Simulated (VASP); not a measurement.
# La2O3 (P-62m) in VASP: notebook, part 2 of 2

VASP 6.6.1. The steps go on from the part before.

### Step 4. Single point, LDA (22.89 Å³/atom)

This run uses another cell than the first one, of 22.89 Å³/atom.

File INCAR:

```
PREC = Accurate ; ENCUT = 520
EDIFF = 1E-7 ; ISMEAR = -1
SIGMA = 0.05 ; LREAL = False
LASPH = True ; NELM = 80
ALGO = Normal ; ISIF = 2
LWAVE = False ; LCHARG = False
GGA = CA ; NBANDS = 28
```

File KPOINTS:

```
Automatic mesh
0
Gamma
  5 5 8
```

File POSCAR:

```
La2O3
1.0
    6.3082833429      0.0000000000      0.0000000000
   -3.1541416714      5.4631336292      0.0000000000
    0.0000000000      0.0000000000      3.3216193918
La O
2 3
Direct
    0.6666666667      0.3333333333      0.5000000000
    0.3333333333      0.6666666667      0.5000000000
    0.5080139900      0.0000000000      0.0000000000
    0.0000000000      0.5080139900      0.0000000000
    0.4919860100      0.4919860100      0.0000000000
```

Potentials or basis: VASP PAW LDA potentials, release 64 (La, O).

Launch:

```bash
> cat potpaw_LDA.64/La/POTCAR potpaw_LDA.64/O/POTCAR > POTCAR
> mpirun -np 1 vasp_std > vasp.out
```

OUTCAR:

```text
PREC = Accurate
   ENCUT = 520
   EDIFF = 1E-7
   ISMEAR = -1
   LREAL = False
   LASPH = True
   NELM = 80
   ISIF = 2
   GGA = CA

 ion  position               nearest neighbor table
   1  0.667  0.333  0.500-   3 2.47   3 2.47   4 2.47   4 2.47   5 2.47   5 2.47   2 3.64   2 3.64
                             2 3.64
   2  0.333  0.667  0.500-   4 2.47   4 2.47   3 2.47   3 2.47   5 2.47   5 2.47   1 3.64   1 3.64
                             1 3.64
   3  0.508  0.000  0.000-   1 2.47   1 2.47   2 2.47   2 2.47
   4  0.000  0.508  0.000-   2 2.47   2 2.47   1 2.47   1 2.47
   5  0.492  0.492  0.000-   2 2.47   2 2.47   1 2.47   1 2.47

  LATTYP: Found a hexagonal cell.
 ALAT       =     6.3082833429
 C/A-ratio  =     0.5265488583

  Lattice vectors:

 A1 = (   6.3082833429,   0.0000000000,   0.0000000000)
 A2 = (  -3.1541416714,   5.4631336292,   0.0000000000)
 A3 = (   0.0000000000,   0.0000000000,   3.3216193918)

Analysis of symmetry for initial positions (statically):
=====================================================================
 Subroutine PRICEL returns:
[... 179 lines left out ...]
 cond. band min:       4.3439308517   @ k =   0.0000   0.0000   0.0000
 fundamental gap:      1.4831412099
 Fermi energy:         3.6044662235

 k-point     1 :       0.0000    0.0000    0.0000
  band No.  band energies     occupation
      1     -27.4941      2.00000
      2     -27.2834      2.00000
      3     -14.2573      2.00000
      4     -14.2573      2.00000
      5     -12.5821      2.00000
      6     -11.0600      2.00000
[... 733 lines left out ...]
     27       7.3658      0.00000
     28       7.4491      0.00000

 [... further k-points ...]

------------------------ aborting loop because EDIFF is reached ----------------------------------------

  FORCE on cell =-STRESS in cart. coord.  units (eV):
  Direction    XX          YY          ZZ          XY          YZ          ZX
  --------------------------------------------------------------------------------------
  -------------------------------------------------------------------------------------
  Total       -2.2732418     -2.2732418     -6.2413469     -0.0000000     -0.0000000     -0.0000000
  in kB      -31.8165676    -31.8165676    -87.3546481     -0.0000000     -0.0000000     -0.0000000
  external PRESSURE =     -50.3292611 kB  Pullay stress =       0.0000000 kB

 VOLUME and BASIS-vectors are now :
 -----------------------------------------------------------------------------
  energy-cutoff  :      520.00
  volume of cell :      114.47
      direct lattice vectors                 reciprocal lattice vectors
     6.308283343  0.000000000  0.000000000     0.158521732  0.091522565  0.000000000
    -3.154141671  5.463133629  0.000000000     0.000000000  0.183045129  0.000000000
     0.000000000  0.000000000  3.321619392     0.000000000  0.000000000  0.301057973

 POSITION                                       TOTAL-FORCE (eV/Angst)
 -----------------------------------------------------------------------------------
      3.15414      1.82104      1.66081         0.000000     -0.000000      0.000000
     -0.00000      3.64209      1.66081        -0.000000      0.000000      0.000000
      3.20470      0.00000      0.00000        -0.082548     -0.000000      0.000000
     -1.60235      2.77535      0.00000         0.041274     -0.071489     -0.000000
      1.55179      2.68779      0.00000         0.041274      0.071489      0.000000
 -----------------------------------------------------------------------------------
    total drift:                               -0.000001     -0.000001      0.000000

  FREE ENERGIE OF THE ION-ELECTRON SYSTEM (eV)
  ---------------------------------------------------
  free  energy   TOTEN  =       -44.3359543053 eV

  energy  without entropy=      -44.3359542991  energy(sigma->0) =      -44.33595430
```

OSZICAR:

```text
N       E                     dE             d eps       ncg     rms          rms(c)
DAV:   1     0.527713777018E+03    0.52771E+03   -0.16015E+04  1408   0.206E+03
DAV:   2     0.103771131344E+03   -0.42394E+03   -0.40152E+03  1944   0.339E+02
DAV:   3    -0.318992856408E+02   -0.13567E+03   -0.13222E+03  2244   0.220E+02
DAV:   4    -0.504661601180E+02   -0.18567E+02   -0.18492E+02  2392   0.796E+01
DAV:   5    -0.515742640709E+02   -0.11081E+01   -0.11072E+01  2448   0.222E+01    0.151E+01
DAV:   6    -0.451752999775E+02    0.63990E+01   -0.60408E+01  2208   0.398E+01    0.827E+00
DAV:   7    -0.446777849413E+02    0.49752E+00   -0.72233E+00  2720   0.240E+01    0.338E+00
DAV:   8    -0.443578302296E+02    0.31995E+00   -0.10937E+00  2376   0.805E+00    0.107E+00
DAV:   9    -0.443278865780E+02    0.29944E-01   -0.25534E-01  2632   0.393E+00    0.418E-01
DAV:  10    -0.443339251988E+02   -0.60386E-02   -0.25672E-02  2584   0.100E+00    0.159E-01
DAV:  11    -0.443356723106E+02   -0.17471E-02   -0.85534E-03  2096   0.478E-01    0.126E-01
DAV:  12    -0.443358959045E+02   -0.22359E-03   -0.27491E-03  2552   0.448E-01    0.238E-02
DAV:  13    -0.443359455926E+02   -0.49688E-04   -0.17114E-04  2072   0.813E-02    0.746E-03
DAV:  14    -0.443359544220E+02   -0.88294E-05   -0.34895E-05  2728   0.508E-02    0.513E-03
DAV:  15    -0.443359546168E+02   -0.19476E-06   -0.12423E-05  2408   0.247E-02    0.383E-03
DAV:  16    -0.443359542951E+02    0.32166E-06   -0.24900E-06  2248   0.115E-02    0.401E-04
DAV:  17    -0.443359543053E+02   -0.10169E-07   -0.12384E-07  1568   0.368E-03
   1 F= -.44335954E+02 E0= -.44335954E+02  d E =-.619022E-08
```

stdout:

```text
POSCAR found type information on POSCAR LaO
 POSCAR found :  2 types and       5 ions
 scaLAPACK will be used
 LDA part: xc-table for (Slater(with rela. corr.)+CA(PZ))
 , standard interpolation
 POSCAR, INCAR and KPOINTS ok, starting setup
 FFT: planning ... GRIDC
 FFT: planning ... GRID_SOFT
 FFT: planning ... GRID
 WAVECAR not read
 entering main loop
```

Run time: 68 s. Hardware: 1 thread of Intel Xeon 6975P-C (Granite Rapids), shared host; peak memory 0.24 GiB.

Results:

| Property | Result |
| --- | --- |
| Free energy | -44.3360 eV |
| Pressure | -5.0 GPa |
| Largest force | 0.083 eV/Å |
| Band gap on the k mesh | 1.48 eV (least direct gap 1.95 eV) |

Forces in eV/Å, atoms in the order of the input:
```
La   0.000  0.000  0.000
La   0.000  0.000  0.000
O   -0.083  0.000  0.000
O    0.041 -0.071  0.000
O    0.041  0.071  0.000
```

Stress tensor (GPa, compression positive):
```
-3.18  0.00  0.00
 0.00 -3.18  0.00
 0.00  0.00 -8.74
```

Levels at points of the mesh, in eV from the valence-band top:
```csv
k point,band 17,band 18,band 19,band 20,band 21,band 22,band 23,band 24
"(0.00, 0.00, 0.00)",-0.95,-0.95,-0.62,-0.46,1.48,3.37,3.87,3.87
"(0.00, 0.00, 0.50)",-1.09,-1.09,-0.24,0.00,4.12,4.14,4.20,4.29
```

Caveat: the cell stands under tension; spin-orbit coupling is left out, which moves the levels of the heavy elements; an odd mesh through Γ misses points on the zone boundary, where band edges can lie.

### Step 5. The runs side by side

| level | potentials or basis | cell | gap on the mesh (eV) | pressure (GPa) | largest force (eV/Å) |
| --- | --- | --- | --- | --- | --- |
| PBEsol | VASP PAW PBE potentials, release 64 (La, O) | a = 6.225, b = 6.225, c = 3.278 Å, angles 90.0, 90.0, 120.0°, 5 atoms | 1.35 | 0.8 | 0.05 |
| PBEsol | VASP PAW PBE potentials, release 64 (La, O) | a = 6.267, b = 6.267, c = 3.300 Å, angles 90.0, 90.0, 120.0°, 5 atoms | 1.46 | -1.2 | 0.06 |
| LDA | VASP PAW LDA potentials, release 64 (La, O) | a = 6.308, b = 6.308, c = 3.322 Å, angles 90.0, 90.0, 120.0°, 5 atoms | 1.48 | -5.0 | 0.08 |

Alike in all rows: task single point; no spin polarisation; k mesh 5 × 5 × 8; cutoff (eV) 520; smearing fermi-dirac 0.05 eV.

Caveats: spin-orbit coupling is left out, which moves the levels of the heavy elements; an odd mesh through Γ misses points on the zone boundary, where band edges can lie; the PAW data sets were made with another functional, which shifts forces and pressure a little (at least some runs); the cell stands under tension (at least some runs).

Absolute energies hang on the potentials; compare differences alone.
